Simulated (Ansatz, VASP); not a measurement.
## Two plane-wave programs on Ge

File INCAR:

```
  PREC = Accurate
  ENCUT = 520
  EDIFF = 1E-6
  ISMEAR = -1
  SIGMA = 0.1
  LREAL = F
  LASPH = T
  NELM = 100
  ALGO = Normal
  ISIF = 2
  LWAVE = F
  LCHARG = F
  GGA = PE
  NBANDS = 13
```

Contents of KPOINTS:

```
Automatic mesh
0
Gamma
  15 15 15
```

The input POSCAR:

```
Ge
1.0
   -1.7347219472      1.7347219472      1.7347219472
    1.7347219472     -1.7347219472      1.7347219472
    1.7347219472      1.7347219472     -1.7347219472
Ge
1
Direct
    0.0000000000      0.0000000000      0.0000000000
```

Input for Ansatz:

```yaml
crystal:
  lattice:
    - [-1.7347219472, 1.7347219472, 1.7347219472]
    - [1.7347219472, -1.7347219472, 1.7347219472]
    - [1.7347219472, 1.7347219472, -1.7347219472]
  atoms:
    - { symbol: Ge, position: [0.0, 0.0, 0.0] }
hamiltonian:
  xc: pbe
  pseudopotentials:
    kind: paw
    azcp:
      Ge: "pseudopotentials/Ge.paw.azcp"
basis:
  ecutwfc: 420
  fft_grid_basis: typed
kpoints:
  mp_grid: { grid: [15, 15, 15], shift: [0, 0, 0] }
magnetization:
  spin_polarized: false
scf:
  occupations: { method: fermi_dirac, width: 0.1 }
  lower_state_search: "off"
output:
  stress: true
  write_density: true
  write_potential: true
  elf: true
  volumetric_format: npy
```

Alike in both runs: task single point; functional PBE; k mesh 15 × 15 × 15; occupations fermi-dirac, width 0.1 eV; no spin polarisation.

|  | VASP | Ansatz |
| --- | --- | --- |
| version | VASP 6.6.1 | Ansatz 0.2.0 |
| potentials or method | VASP PAW PBE potentials, release 64 (Ge_d), cutoff 520 eV | plane waves (420 eV) with PAW, scalar-relativistic |
| valence electrons in the cell | 14 | 14 |

Ansatz gave:

* pressure (GPa): -4.3

**Question.** Estimate VASP's values.

**Answer.** Pressure (GPa): -4.4.
